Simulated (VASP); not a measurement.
# NdHf (I4/mmm) in VASP: relaxation of cell and atoms with PBE

Aim: the relaxation of cell and atoms of NdHf with PBE.

Program: VASP 6.6.1. These are calculated values, not measurements. Logs are shortened: lines on timing, memory, paths and dates and some standing lists are left out, and cuts for length are marked.

### Step 1. The cell of the first run

Symmetry: I4/mmm, No. 139, tetragonal system. Conventional cell: a = 4.241 Å, b = 4.241 Å, c = 5.121 Å, α = 90.00°, β = 90.00°, γ = 90.00°. Within 3.4 Å of Nd (site symmetry 4/mmm) lie 6 Hf at 2.56 to 3.00 Å. Hf (site symmetry 4/mmm) has 6 Nd at 2.56 to 3.00 Å within 3.4 Å.

The cell was generated, and may not be a known phase.

### Step 2. Relaxation of cell and atoms, PBE

The input, INCAR:

```
SYSTEM = NdHf
PREC = Accurate ; ENCUT = 500
EDIFF = 1E-7 ; ISMEAR = 0
SIGMA = 0.2 ; LREAL = .FALSE.
LASPH = .TRUE. ; NELM = 200
ALGO = Normal ; ISIF = 3
LWAVE = .FALSE. ; LCHARG = .FALSE.
GGA = PE ; IBRION = 2
NSW = 36 ; EDIFFG = -0.08
GGA_COMPAT = .FALSE. ; NELMIN = 4
LMAXMIX = 6
```

The input, KPOINTS:

```
regular mesh
0
G
  6 6 6
  0 0 0
```

The input, POSCAR:

```
NdHf
1.0
   -2.1206766500      2.1206766500      2.5606218200
    2.1206766500     -2.1206766500      2.5606218200
    2.1206766500      2.1206766500     -2.5606218200
Nd Hf
1 1
Direct
    0.0000000000      0.0000000000      0.0000000000
    0.5000000000      0.5000000000      0.0000000000
```

Potentials or basis: VASP PAW PBE potentials, release 64 (Nd_3, Hf_pv), 4f in core.

Run with:

```
$ cat potpaw_PBE.64/Nd_3/POTCAR potpaw_PBE.64/Hf_pv/POTCAR > POTCAR
$ mpirun -np 1 vasp_std > vasp.out
```

OUTCAR:

```text
SYSTEM = NdHf
   PREC = Accurate
   ENCUT = 500
   EDIFF = 1E-7
   ISMEAR = 0
   LREAL = .FALSE.
   LASPH = .TRUE.
   NELM = 200
   ISIF = 3
   GGA = PE
   IBRION = 2
   NSW = 36
   EDIFFG = -0.08
   NELMIN = 4

 ion  position               nearest neighbor table
   1  0.000  0.000  0.000-   2 2.56   2 2.56   2 3.00   2 3.00   2 3.00   2 3.00
   2  0.500  0.500  0.000-   1 2.56   1 2.56   1 3.00   1 3.00   1 3.00   1 3.00

  LATTYP: Found a body centered tetragonal cell.
 ALAT       =     4.2413533000
 C/A-ratio  =     1.2074550922

  Lattice vectors:

 A1 = (  -2.1206766500,   2.1206766500,   2.5606218200)
 A2 = (   2.1206766500,  -2.1206766500,   2.5606218200)
 A3 = (   2.1206766500,   2.1206766500,  -2.5606218200)

Analysis of symmetry for initial positions (statically):
=====================================================================
 Subroutine PRICEL returns:
 Original cell was already a primitive cell.

 Routine SETGRP: Setting up the symmetry group for a
 body centered tetragonal supercell.

 Subroutine GETGRP returns: Found 16 space group operations
 (whereof 16 operations were pure point group operations)
 out of a pool of 16 trial point group operations.

The static configuration has the point symmetry D_4h.

Analysis of symmetry for dynamics (positions and initial velocities):
=====================================================================
 Subroutine PRICEL returns:
 Original cell was already a primitive cell.

 Routine SETGRP: Setting up the symmetry group for a
 body centered tetragonal supercell.

 Subroutine GETGRP returns: Found 16 space group operations
 (whereof 16 operations were pure point group operations)
 out of a pool of 16 trial point group operations.

The dynamic configuration has the point symmetry D_4h.

 Subroutine INISYM returns: Found 16 space group operations
 (whereof 16 operations are pure point group operations),
 and found     1 'primitive' translations

----------------------------------------------------------------------------------------

                                     Primitive cell

  volume of cell :      46.0632

  direct lattice vectors                    reciprocal lattice vectors
    -2.120676650  2.120676650  2.560621820     0.000000000  0.235773804  0.195265070
     2.120676650 -2.120676650  2.560621820     0.235773804  0.000000000  0.195265070
     2.120676650  2.120676650 -2.560621820     0.235773804  0.235773804  0.000000000

  length of vectors
     3.943516579  3.943516579  3.943516579     0.306133523  0.306133523  0.333434511

  position of ions in fractional coordinates (direct lattice)
     0.000000000  0.000000000  0.000000000
     0.500000000  0.500000000  0.000000000

  ion indices of the primitive-cell ions
   primitive index   ion index
                 1           1
                 2           2

----------------------------------------------------------------------------------------

 KPOINTS: regular mesh

Automatic generation of k-mesh.
 Grid dimensions read from file:
 generate k-points for:    6    6    6

 Generating k-lattice:

  Cartesian coordinates                     Fractional coordinates (reciprocal lattice)
     0.000000000  0.039295634  0.032544178     0.166666667  0.000000000 -0.000000000
     0.039295634  0.000000000  0.032544178     0.000000000  0.166666667 -0.000000000
     0.039295634  0.039295634  0.000000000     0.000000000  0.000000000  0.166666667

  Length of vectors
     0.051022254  0.051022254  0.055572418

  Shift w.r.t. Gamma in fractional coordinates (k-lattice)
     0.000000000  0.000000000  0.000000000

 Subroutine IBZKPT returns following result:
 ===========================================

 Found     30 irreducible k-points:

 Following reciprocal coordinates:
            Coordinates               Weight
  0.000000  0.000000  0.000000      1.000000
  0.166667 -0.000000  0.000000      8.000000
  0.333333  0.000000  0.000000      8.000000
  0.500000  0.000000  0.000000      4.000000
  0.166667  0.166667  0.000000      8.000000
  0.333333  0.166667  0.000000     16.000000
[... 16 lines left out ...]
 -0.333333 -0.333333  0.166667      8.000000
 -0.166667 -0.333333  0.166667      8.000000
 [... further k-points ...]
   k-points           NKPTS =     30   k-points in BZ     NKDIM =     30   number of bands    NBANDS=     14
   number of dos      NEDOS =    301   number of ions     NIONS =      2
   total plane-waves  NPLWV =  27000
   dimension x,y,z NGX =    30 NGY =   30 NGZ =   30
   dimension x,y,z NGXF=    60 NGYF=   60 NGZF=   60
   ions per type =               1   1
   NGX,Y,Z   is equivalent  to a cutoff of  12.65, 12.65, 12.65 a.u.
   NGXF,Y,Z  is equivalent  to a cutoff of  25.29, 25.29, 25.29 a.u.
 SYSTEM =  NdHf
   PREC   = accura    normal or accurate (medium, high low for compatibility)
   ISTART =      0    job   : 0-new  1-cont  2-samecut
   ICHARG =      2    charge: 1-file 2-atom 10-const
   ISPIN  =      1    spin polarized calculation?
   LNONCOLLINEAR =      F non collinear calculations
   LSORBIT =      F    spin-orbit coupling
   LASPH  =      T    aspherical Exc in radial PAW
   ENCUT  =  500.0 eV  36.75 Ry    6.06 a.u.   7.19  7.19  7.19*2*pi/ulx,y,z
   NELM   =    200;   NELMIN=  4; NELMDL= -5     # of ELM steps
   EDIFF  = 0.1E-06   stopping-criterion for ELM
   LREAL  =      F    real-space projection
   EDIFFG = -.8E-01   stopping-criterion for IOM
   NSW    =     36    number of steps for IOM
   IBRION =      2    ionic relax: 0-MD 1-quasi-New 2-CG
   NFREE  =      1    steps in history (QN), initial steepest desc. (CG)
   ISIF   =      3    stress and relaxation
   ISYM   =      2    0-nonsym 1-usesym 2-fastsym
   POTIM  = 0.5000    time-step for ionic-motion
   TEBEG  =    0.0;   TEEND  =   0.0 temperature during run
   PSTRESS=    0.0 pullay stress
   NELECT =      21.0000    total number of electrons
   NUPDOWN=      -1.0000    fix difference up-down
   EMIN   =  10.00;   EMAX   =-10.00  energy-range for DOS
   EFERMI =   0.00;   METHOD = LEGACY
   ISMEAR =     0;   SIGMA  =   0.20  broadening in eV -4-tet -1-fermi 0-gaus
   EFERMI_NEDOS =   21; number of points for ismear=-14 and -15
   IALGO  =     38    algorithm
   IMIX   =      4    mixing-type and parameters
     AMIX     =   0.40;   BMIX     =  1.00
     AMIX_MAG =   1.60;   BMIX_MAG =  1.00
  volume/ion in A,a.u.               =      23.03       155.42
  Fermi-wavevector in a.u.,A,eV,Ry     =   1.259979  2.381014 21.599874  1.587546
  Thomas-Fermi vector in A             =   2.393511
   LORBIT       =      0    0 simple, 1 ext, 2 COOP (PROOUT), +10 PAW based schemes
   GGA     = PE    functional components
   LHFCALC =     F    Hartree Fock is set to
   AEXX    =    0.0000 exact exchange contribution
   IVDW    =     0    specifies the selected vdW correction
   LEPSILON=     F    determine dielectric tensor
   LRPA    =     F    only Hartree local field effects (RPA)
 conjugate gradient relaxation of ions
 non-spin polarized calculation
 Gauss-broadening in eV      SIGMA  =   0.20
  energy-cutoff  :      500.00
  volume of cell :       46.06
 maximum number of plane-waves:      1186
 NGX is ok and might be reduce to    30
   NGX = 15   NGY = 15   NGZ = 15

--------------------------------------- Ionic step        1  -------------------------------------------

 number of electron      21.0000001 magnetization

 Free energy of the ion-electron system (eV)
  ---------------------------------------------------
  ext. energy  EPLUGINS =         0.00000000
  ---------------------------------------------------
  free energy    TOTEN  =       -11.27259817 eV

  energy without entropy =      -11.22536710  energy(sigma->0) =      -11.24898264

------------------------ aborting loop because EDIFF is reached ----------------------------------------

  FORCE on cell =-STRESS in cart. coord.  units (eV):
  Direction    XX          YY          ZZ          XY          YZ          ZX
  --------------------------------------------------------------------------------------
  -------------------------------------------------------------------------------------
  Total        3.4448402      3.4448402     13.7497136      0.0000000     -0.0000000      0.0000000
  in kB      119.8188985    119.8188985    478.2443974      0.0000000     -0.0000000      0.0000000
  external PRESSURE =     239.2940648 kB  Pullay stress =       0.0000000 kB

 VOLUME and BASIS-vectors are now :
 -----------------------------------------------------------------------------
  energy-cutoff  :      500.00
  volume of cell :       46.06
      direct lattice vectors                 reciprocal lattice vectors
    -2.120676650  2.120676650  2.560621820     0.000000000  0.235773804  0.195265070
     2.120676650 -2.120676650  2.560621820     0.235773804  0.000000000  0.195265070
     2.120676650  2.120676650 -2.560621820     0.235773804  0.235773804  0.000000000
[... 979 lines left out ...]
 POSITION                                       TOTAL-FORCE (eV/Angst)
 -----------------------------------------------------------------------------------
      0.00000      0.00000     -0.00000        -0.000000      0.000000      0.000000
      0.00000      0.00000      3.09328         0.000000     -0.000000     -0.000000
 -----------------------------------------------------------------------------------
    total drift:                                0.000000     -0.000000      0.000000

  FREE ENERGIE OF THE ION-ELECTRON SYSTEM (eV)
  ---------------------------------------------------
  free  energy   TOTEN  =       -12.4641784891 eV

  energy  without entropy=      -12.3769494884  energy(sigma->0) =      -12.42056399

--------------------------------------- Ionic step        6  -------------------------------------------

 number of electron      21.0000000 magnetization

 Free energy of the ion-electron system (eV)
  ---------------------------------------------------
  ext. energy  EPLUGINS =         0.00000000
  ---------------------------------------------------
  free energy    TOTEN  =       -12.46963395 eV

  energy without entropy =      -12.38369590  energy(sigma->0) =      -12.42666493

 E-fermi :   3.3653     XC(G=0): -10.0375

 val. band max:        3.3322852007   @ k =  -0.1667   0.5000   0.1667
 cond. band min:       3.3671841060   @ k =   0.3333   0.0000   0.0000
 fundamental gap:      0.0348989053
 Fermi energy:         3.3652679251

 k-point     1 :       0.0000    0.0000    0.0000
  band No.  band energies     occupation
      1     -33.7852      2.00000
      2     -27.8001      2.00000
      3     -27.8001      2.00000
      4     -27.7996      2.00000
      5     -14.9470      2.00000
      6     -14.9438      2.00000
      7     -14.9438      2.00000
      8      -1.5574      2.00000
      9       2.1579      2.00000
     10       2.1623      2.00000
     11       2.2540      2.00000
     12       2.2540      2.00000
     13       2.3029      2.00000
     14       9.3952      0.00000
[... 413 lines left out ...]
 POSITION                                       TOTAL-FORCE (eV/Angst)
 -----------------------------------------------------------------------------------
      2.21010     -2.21010      3.11003         0.000000     -0.000000      0.000000
      2.21010      2.21010      0.00000        -0.000000      0.000000     -0.000000
 -----------------------------------------------------------------------------------
    total drift:                                0.000000     -0.000000     -0.000000

  FREE ENERGIE OF THE ION-ELECTRON SYSTEM (eV)
  ---------------------------------------------------
  free  energy   TOTEN  =       -12.4696339472 eV

  energy  without entropy=      -12.3836959046  energy(sigma->0) =      -12.42666493

 reached required accuracy - stopping structural energy minimisation
```

It took 96 s on 1 thread of AMD EPYC 7R13 (Zen 3), shared host; peak memory 0.16 GiB.

What came out:

| Quantity | Value |
| --- | --- |
| Free energy | -12.4696 eV |
| Relaxed volume | 30.38 Å³/atom |
| Relaxed cell | a = 4.409 Å, b = 4.409 Å, c = 4.409 Å, α = 119.84°, β = 119.84°, γ = 90.29° |
| Space group after relaxing (to 0.1 Å) | Fm-3m (No. 225) |
| Energy gained by relaxing | 598.5 meV/atom |
| Ionic steps | 6 |
| Pressure after relaxing | 0.0 GPa |
| Band gap on the k mesh | zero (an odd number of electrons rules out a gap without spin polarisation) |

The path:
| step | energy change (eV) | largest force (eV/Å) | pressure (GPa) | volume (Å³) |
| --- | --- | --- | --- | --- |
| 1 | 0.0000 | 0.0000 | 23.93 | 46.06 |
| 2 | -0.9675 | 0.0000 | -5.32 | 71.96 |
| 3 | -1.1879 | 0.0000 | 0.28 | 60.41 |
| 4 | -1.1910 | 0.0000 | -0.82 | 61.98 |
| 5 | -1.1916 | 0.0000 | -0.56 | 61.60 |
| 6 | -1.1970 | 0.0000 | -0.01 | 60.76 |

Final structure:
```yaml
crystal:
  lattice:
    - [-2.21010, 2.21010, 3.11003]
    - [2.21010, -2.21010, 3.11003]
    - [2.21010, 2.21010, -3.11003]
  atoms:
    - { symbol: Nd, position: [0.00000, 0.00000, 0.00000] }
    - { symbol: Hf, position: [0.50000, 0.50000, 0.00000] }
```

Levels at points of the mesh, in eV from the Fermi level:
```
           k point  band 7  band 8  band 9  band 10  band 11  band 12  band 13  band 14
(0.00, 0.00, 0.00)  -18.31   -4.92   -1.21    -1.20    -1.11    -1.11    -1.06     6.03
(0.50, 0.00, 0.00)  -18.39   -1.64   -1.58     0.99     1.00     1.02     1.03     1.76
(0.50, 0.50, 0.00)  -18.37   -2.56   -2.47    -0.42     0.04     0.80     2.27     2.29
(0.50, 0.50, 0.50)  -18.37   -2.54   -2.46    -0.39     0.00     0.84     2.26     2.26
```

Caveat: the volume moved by over 15 % at a fixed basis, so the end points are rough; spin-orbit coupling is left out, which moves the levels of the heavy elements; the 4f electrons are frozen in the core, so they carry no moment and show no levels. Spin polarisation is off, so any magnetic state and its effect on volume and gap are missing.

The gap in the log of VASP goes by the Fermi energy; the results here count the filled bands.